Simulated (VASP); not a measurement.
Wanted: the native input for a VASP 6.6.1 run.

* Task: single point
* Functional: PBE-based screened hybrid
* Potentials or basis: VASP PAW PBE potentials, release 64 (Be, S)
* Cutoff: 520 eV
* k mesh: 4 × 4 × 4
* Occupations: fermi-dirac, width 0.02 eV
* Spin: no spin polarisation
* Dipole correction: no
* Grid for exact exchange (PRECFOCK): Normal
* Share of exact exchange: 0.35
* Further INCAR settings: ALGO = Normal; EDIFF = 1e-06; NBANDS = 11
* Screening parameter: 0.5 1/Å

Crystal: BeS.

```
CELL_PARAMETERS angstrom
2.94139 0.00000 0.00000
0.00000 2.94139 0.00000
0.00000 0.00000 2.94139
ATOMIC_POSITIONS crystal
Be 0.00000 0.00000 0.00000
S 0.50000 0.50000 0.50000
```

The input as run:

POSCAR

```
BeS
1.0
    2.9413850405      0.0000000000      0.0000000000
    0.0000000000      2.9413850405      0.0000000000
    0.0000000000      0.0000000000      2.9413850405
Be S
1 1
Direct
    0.0000000000      0.0000000000      0.0000000000
    0.5000000000      0.5000000000      0.5000000000
```

INCAR.step1

```
ALGO = Normal
EDIFF = 1E-5
ENCUT = 520
GGA = PE
ISIF = 2
ISMEAR = -1
LASPH = True
LREAL = False
LWAVE = True
NBANDS = 11
NELM = 60
PREC = Accurate
SIGMA = 0.02
```

INCAR.step2

```
AEXX = 0.35
ALGO = Normal
EDIFF = 1E-6
ENCUT = 520
GGA = PE
HFSCREEN = 0.5
ISIF = 2
ISMEAR = -1
ISTART = 1
LASPH = True
LCHARG = True
LELF = True
LHFCALC = True
LREAL = False
LVHAR = True
LWAVE = False
NBANDS = 11
NELM = 60
PREC = Accurate
PRECFOCK = Normal
SIGMA = 0.02
```

KPOINTS

```
k-points
0
Gamma
  4 4 4
```

Potentials or basis: VASP PAW PBE potentials, release 64 (Be, S).

The run is started by

```bash
$ cat potpaw_PBE.64/Be/POTCAR potpaw_PBE.64/S/POTCAR > POTCAR
$ cp INCAR.step1 INCAR
$ mpirun -np 1 vasp_std > vasp.out
$ cp INCAR.step2 INCAR
$ mpirun -np 1 vasp_std > vasp.out
```

It gave:

```
Pressure               : -3.3 GPa
Band gap on the k mesh : zero (band 4 reaches 7.84 eV, above the bottom of band 5 at 6.19 eV)
```

Caveat: the k points lie up to 0.53 Å⁻¹ apart; the PAW data sets were made with another functional, which shifts forces and pressure a little.

Run time: 2.9 min on 1 thread of AMD EPYC 7R13, with other jobs on the host, peak memory 0.2 GiB.
